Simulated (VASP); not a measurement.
Here is a VASP 6.6.1 calculation.

INCAR

```
  PREC = Accurate
  ENCUT = 520
  EDIFF = 1E-7
  ISMEAR = -1
  SIGMA = 0.15
  LREAL = False
  LASPH = True
  NELM = 60
  ALGO = Normal
  ISIF = 2
  LWAVE = False
  LCHARG = False
  GGA = PS
  IVDW = 12
  ISYM = 0
  NBANDS = 12
```

File KPOINTS:

```
Automatic mesh
0
Gamma
  15 15 14
```

The input POSCAR:

```
Cu
1.0
    2.4169745202      0.0094304666      0.0015056721
   -0.8969697057      2.2443930387      0.0015056721
   -0.7587541758     -1.1250609076      1.9967372200
Cu
1
Direct
    0.0000000000      0.0000000000      0.0000000000
```

Potentials or basis: VASP PAW PBE potentials, release 64 (Cu).

Launch:

```sh
$ cat potpaw_PBE.64/Cu/POTCAR > POTCAR
$ mpirun -np 1 vasp_std > vasp.out
```

(1) Predict the pressure.

(2) What does it give for the dispersion energy per atom?

Results:

(1) 0.7 GPa.

(2) -0.571 eV.

Caveat: the PAW data sets were made with another functional, which shifts forces and pressure a little; pairwise dispersion overbinds metals, which lowers pressure and volume.
